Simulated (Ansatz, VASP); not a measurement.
Cu: VASP beside Ansatz

```xyz
1
Lattice="0.0000 1.7663 1.9579 1.7663 0.0000 1.9579 1.7663 1.7663 0.0000" Properties=species:S:1:pos:R:3 pbc="T T T"
Cu    0.0000    0.0000    0.0000
```

Alike in both runs: task single point; functional PBEsol; k mesh 24 × 24 × 24; occupations gaussian, width 0.15 eV; no spin polarisation.

|  | VASP | Ansatz |
| --- | --- | --- |
| version | VASP 6.6.1 | Ansatz 0.2.0 |
| potentials or method | VASP PAW PBE potentials, release 64 (Cu), cutoff 520 eV | scalar-relativistic, plane waves, PAW |
| valence electrons in the cell | 11 | 19 |

|  | VASP | Ansatz | Ansatz less VASP |
| --- | --- | --- | --- |
| gap on the k mesh at the Fermi level (eV) | none | none | - |
| pressure (GPa) | -9.5 | -10.2 | -0.72 |
| traceless stress, the component that is largest in VASP (GPa) | -4.92 | -4.92 | +0.001 |

VASP's potentials were made for PBE, not for PBEsol, and Ansatz warns of the same on its side. A gap of «none» marks a metal or a gap that the smearing closes. VASP's potentials hold 11 valence electrons a cell and Ansatz's 19, so a difference there can come from the potentials and not from the codes.
